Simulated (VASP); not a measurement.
Set up this calculation in VASP 6.6.1, as the native input.

```yaml
Task: single point
Functional: PBE
Potentials_or_basis: VASP PAW PBE potentials, release 64 (W_sv, Se)
Cutoff: 520 eV
k_mesh: 6 × 6 × 6
Occupations: fermi-dirac, width 0.02 eV
Spin: no spin polarisation
Dipole_correction: no
Further_INCAR_settings: ALGO = Normal; EDIFF = 1e-06; NBANDS = 20
```

The structure of WSe2 lies in POSCAR:

```
WSe2
1.0
    1.6433003395      0.9487598934      6.4972670243
   -1.6433003395      0.9487598934      6.4972670243
    0.0000000000     -1.8975197868      6.4972670243
W Se
1 2
Direct
    0.0000000000      0.0000000000      0.0000000000
    0.2462563273      0.2462563273      0.2462563273
    0.7537436727      0.7537436727      0.7537436727
```

These files were run (other wordings do the same):

INCAR

```
SYSTEM = WSe2
ALGO     = Normal         ! electronic algorithm
EDIFF    = 1E-6           ! SCF threshold, eV
ENCUT    = 520            ! plane-wave cutoff, eV
GGA      = PE             ! functional
ISIF     = 2              ! what is computed and relaxed
ISMEAR   = -1             ! smearing method
LASPH    = .True.         ! aspherical terms in the spheres
LCHARG   = .False.        ! write CHGCAR
LREAL    = .False.        ! projectors in reciprocal space
LWAVE    = .False.        ! write WAVECAR
NBANDS   = 20             ! bands
NELM     = 60             ! most SCF steps
PREC     = Accurate       ! precision mode
SIGMA    = 0.02           ! smearing width, eV
```

KPOINTS

```
k-points
0
Gamma
  6 6 6
  0 0 0
```

Potentials or basis: VASP PAW PBE potentials, release 64 (W_sv, Se).

Launch:

```console
$ cat potpaw_PBE.64/W_sv/POTCAR potpaw_PBE.64/Se/POTCAR > POTCAR
$ mpirun -np 1 vasp_std > vasp.out
```

Results of the run:

The pressure is 3.5 GPa and the largest force is 0.339 eV/Å. The band gap on the k mesh is zero (bands 13 and 14 overlap by 0.46 eV).

Caveat: the k points lie up to 0.37 Å⁻¹ apart; spin-orbit coupling is left out, which moves the levels of the heavy elements.

Run time: 100 s on 1 thread of Intel(R) Xeon(R) Platinum 8259CL CPU @ 2.50GHz (Skylake/Cascade Lake) (shared host), peak memory 0.34 GiB.
